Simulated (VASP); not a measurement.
# Sb (R-3m) in VASP: a series of runs

The runs below take Sb through single point, with PBEsol.

Everything below comes from runs of VASP 6.6.1. Logs are shortened: lines on timing, memory, paths and dates and some standing lists are left out, and cuts for length are marked.

## (1) The cell of the first run

Symmetry: R-3m, No. 166, trigonal system. Conventional cell: a = 4.422 Å, b = 4.422 Å, c = 10.625 Å, α = 90.00°, β = 90.00°, γ = 120.00°. Within 3.9 Å of Sb (site symmetry 3m) lie 6 Sb at 2.92 to 3.32 Å.

## (2) Single point, PBEsol

Input file INCAR:

```
SYSTEM = Sb
PREC     = Accurate       ! precision mode
ENCUT    = 520            ! plane-wave cutoff, eV
EDIFF    = 1E-6           ! SCF threshold, eV
ISMEAR   = 0              ! smearing method
SIGMA    = 0.15           ! smearing width, eV
LREAL    = .FALSE.        ! projectors in reciprocal space
LASPH    = .TRUE.         ! aspherical terms in the spheres
NELM     = 100            ! most SCF steps
ALGO     = Normal         ! electronic algorithm
ISIF     = 2              ! what is computed and relaxed
LWAVE    = .FALSE.        ! write WAVECAR
LCHARG   = .FALSE.        ! write CHGCAR
GGA      = PS             ! functional
NBANDS   = 12             ! bands
```

Input file KPOINTS:

```
regular mesh
0
G
  15 15 15
  0 0 0
```

Input file POSCAR:

```
Sb
1.0
    2.2112122554      1.2766439909      3.5415582692
   -2.2112122554      1.2766439909      3.5415582692
    0.0000000000     -2.5532879817      3.5415582692
Sb
2
Direct
    0.2336400000      0.2336400000      0.2336400000
    0.7663600000      0.7663600000      0.7663600000
```

Potentials or basis: VASP PAW PBE potentials, release 64 (Sb).

The run is started by

```
> cat potpaw_PBE.64/Sb/POTCAR > POTCAR
> mpirun -np 1 vasp_std > vasp.out
```

OUTCAR:

```text
SYSTEM = Sb
   PREC = Accurate
   ENCUT = 520
   EDIFF = 1E-6
   ISMEAR = 0
   LREAL = .FALSE.
   LASPH = .TRUE.
   NELM = 100
   ISIF = 2
   GGA = PS

 ion  position               nearest neighbor table
   1  0.234  0.234  0.234-   2 2.92   2 2.92   2 2.92   2 3.32   2 3.32   2 3.32
   2  0.766  0.766  0.766-   1 2.92   1 2.92   1 2.92   1 3.32   1 3.32   1 3.32

  LATTYP: Found a trigonal (rhomboedric) cell.
 ALAT       =     4.3659952465
 COS(alpha) =     0.4869917562

  Lattice vectors:

 A1 = (   2.2112122554,   1.2766439909,   3.5415582692)
 A2 = (  -2.2112122554,   1.2766439909,   3.5415582692)
 A3 = (   0.0000000000,  -2.5532879817,   3.5415582692)

Analysis of symmetry for initial positions (statically):
=====================================================================
 Subroutine PRICEL returns:
 Original cell was already a primitive cell.

 Routine SETGRP: Setting up the symmetry group for a
 trigonal (rhombohedral) supercell.

 Subroutine GETGRP returns: Found 12 space group operations
 (whereof 12 operations were pure point group operations)
 out of a pool of 12 trial point group operations.

The static configuration has the point symmetry D_3d.

Analysis of symmetry for dynamics (positions and initial velocities):
=====================================================================
 Subroutine PRICEL returns:
 Original cell was already a primitive cell.

 Routine SETGRP: Setting up the symmetry group for a
 trigonal (rhombohedral) supercell.

 Subroutine GETGRP returns: Found 12 space group operations
 (whereof 12 operations were pure point group operations)
 out of a pool of 12 trial point group operations.

The dynamic configuration has the point symmetry D_3d.

 Subroutine INISYM returns: Found 12 space group operations
 (whereof 12 operations are pure point group operations),
 and found     1 'primitive' translations

----------------------------------------------------------------------------------------

                                     Primitive cell

  volume of cell :      59.9854

  direct lattice vectors                    reciprocal lattice vectors
     2.211212255  1.276643991  3.541558269     0.226120310  0.130550622  0.094120528
    -2.211212255  1.276643991  3.541558269    -0.226120310  0.130550622  0.094120528
     0.000000000 -2.553287982  3.541558269     0.000000000 -0.261101243  0.094120528

  length of vectors
     4.365995246  4.365995246  4.365995246     0.277547353  0.277547353  0.277547353

  position of ions in fractional coordinates (direct lattice)
     0.233640000  0.233640000  0.233640000
[... 83 lines left out ...]
   NFREE  =      0    steps in history (QN), initial steepest desc. (CG)
   ISIF   =      2    stress and relaxation
   ISYM   =      2    0-nonsym 1-usesym 2-fastsym
   POTIM  = 0.5000    time-step for ionic-motion
   TEBEG  =    0.0;   TEEND  =   0.0 temperature during run
   PSTRESS=    0.0 pullay stress
   NELECT =      10.0000    total number of electrons
   NUPDOWN=      -1.0000    fix difference up-down
   EMIN   =  10.00;   EMAX   =-10.00  energy-range for DOS
   EFERMI =   0.00;   METHOD = LEGACY
   ISMEAR =     0;   SIGMA  =   0.15  broadening in eV -4-tet -1-fermi 0-gaus
   EFERMI_NEDOS =   21; number of points for ismear=-14 and -15
   IALGO  =     38    algorithm
   IMIX   =      4    mixing-type and parameters
     AMIX     =   0.40;   BMIX     =  1.00
     AMIX_MAG =   1.60;   BMIX_MAG =  1.00
  volume/ion in A,a.u.               =      29.99       202.40
  Fermi-wavevector in a.u.,A,eV,Ry     =   0.901003  1.702649 11.045295  0.811806
  Thomas-Fermi vector in A             =   2.024030
   LORBIT       =      0    0 simple, 1 ext, 2 COOP (PROOUT), +10 PAW based schemes
   GGA     = PS    functional components
   LHFCALC =     F    Hartree Fock is set to
   AEXX    =    0.0000 exact exchange contribution
   IVDW    =     0    specifies the selected vdW correction
   LEPSILON=     F    determine dielectric tensor
   LRPA    =     F    only Hartree local field effects (RPA)
 non-spin polarized calculation
 Gauss-broadening in eV      SIGMA  =   0.15
  energy-cutoff  :      520.00
  volume of cell :       59.99
 maximum number of plane-waves:      1630
   NGX = 17   NGY = 17   NGZ = 17

 number of electron      10.0000000 magnetization

 Free energy of the ion-electron system (eV)
  ---------------------------------------------------
  ext. energy  EPLUGINS =         0.00000000
  ---------------------------------------------------
  free energy    TOTEN  =        -9.08574721 eV

  energy without entropy =       -9.08216533  energy(sigma->0) =       -9.08395627

 E-fermi :   6.9527     XC(G=0):  -9.7043

 val. band max:        6.9470005716   @ k =   0.2667   0.1333   0.0667
 cond. band min:       6.9577083555   @ k =   0.4000   0.4000   0.3333
 fundamental gap:      0.0107077839
 Fermi energy:         6.9526500417

 k-point     1 :       0.0000    0.0000    0.0000
  band No.  band energies     occupation
      1      -5.5378      2.00000
      2       2.4599      2.00000
      3       5.1186      2.00000
      4       5.1186      2.00000
      5       5.7486      2.00000
      6       9.3650      0.00000
      7       9.9945      0.00000
      8       9.9945      0.00000
      9      11.9365      0.00000
     10      11.9365      0.00000
     11      12.7024      0.00000
     12      13.6551      0.00000
[... 331 lines left out ...]
 k-point    24 :       0.2000    0.1333   -0.0000
  band No.  band energies     occupation
      1      -5.1155      2.00000
      2       1.0584      2.00000
      3       4.5742      2.00000
      4       4.8325      2.00000
      5       6.8126      1.81343
      6       7.7689      0.00000
      7       9.5563      0.00000
      8      10.3791      0.00000
      9      11.2918      0.00000
     10      12.9485      0.00000
     11      13.3906      0.00000
     12      14.6666      0.00000

 [... further k-points ...]
[... 5 lines left out ...]
  --------------------------------------------------------------------------------------
  -------------------------------------------------------------------------------------
  Total       -0.3852986     -0.3852986      0.6276343      0.0000000      0.0000000      0.0000000
  in kB      -10.2911070    -10.2911070     16.7637586      0.0000000      0.0000000      0.0000000
  external PRESSURE =      -1.2728185 kB  Pullay stress =       0.0000000 kB

 VOLUME and BASIS-vectors are now :
 -----------------------------------------------------------------------------
  energy-cutoff  :      520.00
  volume of cell :       59.99
      direct lattice vectors                 reciprocal lattice vectors
     2.211212255  1.276643991  3.541558269     0.226120310  0.130550622  0.094120528
    -2.211212255  1.276643991  3.541558269    -0.226120310  0.130550622  0.094120528
     0.000000000 -2.553287982  3.541558269     0.000000000 -0.261101243  0.094120528

 POSITION                                       TOTAL-FORCE (eV/Angst)
 -----------------------------------------------------------------------------------
      0.00000      0.00000      2.48235         0.000000      0.000000      0.306294
      0.00000      0.00000      8.14233         0.000000     -0.000000     -0.306294
 -----------------------------------------------------------------------------------
    total drift:                                0.000000      0.000000     -0.000000

  FREE ENERGIE OF THE ION-ELECTRON SYSTEM (eV)
  ---------------------------------------------------
  free  energy   TOTEN  =        -9.0857472060 eV

  energy  without entropy=       -9.0821653258  energy(sigma->0) =       -9.08395627
```

It took 44 s on 1 thread of Intel Xeon 6975P-C (Granite Rapids), shared host; peak memory 0.33 GiB.

What came out:

* Free energy: -9.0857 eV
* Pressure: -0.1 GPa
* Largest force: 0.306 eV/Å
* Band gap on the k mesh: zero (band 5 reaches 7.05 eV, above the bottom of band 6 at 6.81 eV)

Forces on the atoms (eV/Å):
```
Sb   0.000  0.000  0.306
Sb   0.000  0.000 -0.306
```

Stress tensor (GPa, compression positive):
```
-1.03  0.00  0.00
 0.00 -1.03  0.00
 0.00  0.00  1.68
```

Levels at points of the mesh, in eV from the Fermi level:
| k point | band 3 | band 4 | band 5 | band 6 | band 7 | band 8 |
| --- | --- | --- | --- | --- | --- | --- |
| (0.00, 0.00, 0.00) | -1.83 | -1.83 | -1.20 | 2.41 | 3.04 | 3.04 |

Caveat: the PAW data sets were made with another functional, which shifts forces and pressure a little; spin-orbit coupling is left out, which moves the levels of the heavy elements.

## (3) Single point, PBEsol

This run uses another cell than the first one, of the same volume but with other edges.

Input file INCAR:

```
SYSTEM = Sb
ALGO = Normal
EDIFF = 1E-7
ENCUT = 520
GGA = PS
ISIF = 2
ISMEAR = 0
LASPH = .True.
LCHARG = .False.
LREAL = .False.
LWAVE = .False.
NBANDS = 12
NELM = 80
PREC = Accurate
SIGMA = 0.15
```

Input file KPOINTS:

```
k-points
0
Gamma
  15 15 15
  0 0 0
```

Input file POSCAR:

```
Sb
1.0
    2.0833495674      1.2028224336      3.9896147744
   -2.0833495674      1.2028224336      3.9896147744
    0.0000000000     -2.4056448671      3.9896147745
Sb
2
Direct
    0.2336400000      0.2336400000      0.2336400000
    0.7663600000      0.7663600000      0.7663600000
```

Potentials or basis: VASP PAW PBE potentials, release 64 (Sb).

The run is started by

```
> cat potpaw_PBE.64/Sb/POTCAR > POTCAR
> mpirun -np 1 vasp_std > vasp.out
```

OUTCAR:

```text
SYSTEM = Sb
   EDIFF = 1E-7
   ENCUT = 520
   GGA = PS
   ISIF = 2
   ISMEAR = 0
   LASPH = .True.
   LREAL = .False.
   NELM = 80
   PREC = Accurate

 ion  position               nearest neighbor table
   1  0.234  0.234  0.234-   2 2.89   2 2.89   2 2.89   2 3.39   2 3.39   2 3.39
   2  0.766  0.766  0.766-   1 2.89   1 2.89   1 2.89   1 3.39   1 3.39   1 3.39

  LATTYP: Found a trigonal (rhomboedric) cell.
 ALAT       =     4.6587716487
 COS(alpha) =     0.6000447136

  Lattice vectors:

 A1 = (   2.0833495674,   1.2028224336,   3.9896147744)
 A2 = (  -2.0833495674,   1.2028224336,   3.9896147744)
 A3 = (   0.0000000000,  -2.4056448671,   3.9896147745)

Analysis of symmetry for initial positions (statically):
=====================================================================
 Subroutine PRICEL returns:
 Original cell was already a primitive cell.

 Routine SETGRP: Setting up the symmetry group for a
 trigonal (rhombohedral) supercell.

 Subroutine GETGRP returns: Found 12 space group operations
 (whereof 12 operations were pure point group operations)
 out of a pool of 12 trial point group operations.

The static configuration has the point symmetry D_3d.
[... 165 lines left out ...]
 fundamental gap:      0.0230512442
 Fermi energy:         7.1954221865

 k-point     1 :       0.0000    0.0000    0.0000
  band No.  band energies     occupation
      1      -5.5915      2.00000
      2       2.2221      2.00000
      3       4.4873      2.00000
      4       5.8350      2.00000
      5       5.8350      2.00000
      6       9.3365      0.00000
      7       9.9273      0.00000
      8       9.9273      0.00000
      9      12.4908      0.00000
     10      12.7132      0.00000
     11      12.7132      0.00000
     12      13.8578      0.00000
[... 331 lines left out ...]
 k-point    24 :       0.2000    0.1333    0.0000
  band No.  band energies     occupation
      1      -5.1639      2.00000
      2       1.0309      2.00000
      3       4.2576      2.00000
      4       5.1885      2.00000
      5       6.4408      2.00000
      6       8.0064      0.00000
      7       9.7805      0.00000
      8      10.2023      0.00000
      9      11.5385      0.00000
     10      12.8910      0.00000
     11      13.7756      0.00000
     12      14.9310      0.00000

 [... further k-points ...]
[... 5 lines left out ...]
  --------------------------------------------------------------------------------------
  -------------------------------------------------------------------------------------
  Total        0.7113664      0.7113664     -0.2472274      0.0000000     -0.0000000      0.0000000
  in kB       19.0001947     19.0001947     -6.6033047      0.0000000     -0.0000000      0.0000000
  external PRESSURE =      10.4656949 kB  Pullay stress =       0.0000000 kB

 VOLUME and BASIS-vectors are now :
 -----------------------------------------------------------------------------
  energy-cutoff  :      520.00
  volume of cell :       59.99
      direct lattice vectors                 reciprocal lattice vectors
     2.083349567  1.202822434  3.989614774     0.239998130  0.138562985  0.083550255
    -2.083349567  1.202822434  3.989614774    -0.239998130  0.138562985  0.083550255
     0.000000000 -2.405644867  3.989614775     0.000000000 -0.277125970  0.083550255

 POSITION                                       TOTAL-FORCE (eV/Angst)
 -----------------------------------------------------------------------------------
      0.00000      0.00000      2.79640         0.000000      0.000000      0.159518
      0.00000      0.00000      9.17244         0.000000     -0.000000     -0.159518
 -----------------------------------------------------------------------------------
    total drift:                                0.000000     -0.000000      0.000000

  FREE ENERGIE OF THE ION-ELECTRON SYSTEM (eV)
  ---------------------------------------------------
  free  energy   TOTEN  =        -9.0652839158 eV

  energy  without entropy=       -9.0583489393  energy(sigma->0) =       -9.06181643
```

stdout:

```text
POSCAR found type information on POSCAR Sb
 POSCAR found :  1 types and       2 ions
 scaLAPACK will be used
 -----------------------------------------------------------------------------
|                                                                             |
|                                                                             |
|     You enforced a specific xc type in the INCAR file but a different       |
|     I HOPE YOU KNOW WHAT YOU ARE DOING!                                     |
|                                                                             |
 -----------------------------------------------------------------------------

 LDA part: xc-table for (Slater+PW92), standard interpolation
 POSCAR, INCAR and KPOINTS ok, starting setup
 FFT: planning ... GRIDC
 FFT: planning ... GRID_SOFT
 FFT: planning ... GRID
 WAVECAR not read
 entering main loop
```

Wall time 75 s (1 thread of Intel Xeon 6975P-C (Granite Rapids), shared host); peak memory 0.35 GiB.

What came out:

```
Free energy            : -9.0653 eV
Pressure               : 1.0 GPa
Largest force          : 0.160 eV/Å
Band gap on the k mesh : zero (band 5 reaches 7.61 eV, above the bottom of band 6 at 6.91 eV)
```

Forces in eV/Å, atoms in the order of the input:
```
Sb   0.000  0.000  0.160
Sb   0.000  0.000 -0.160
```

Caveat: the PAW data sets were made with another functional, which shifts forces and pressure a little; spin-orbit coupling is left out, which moves the levels of the heavy elements.
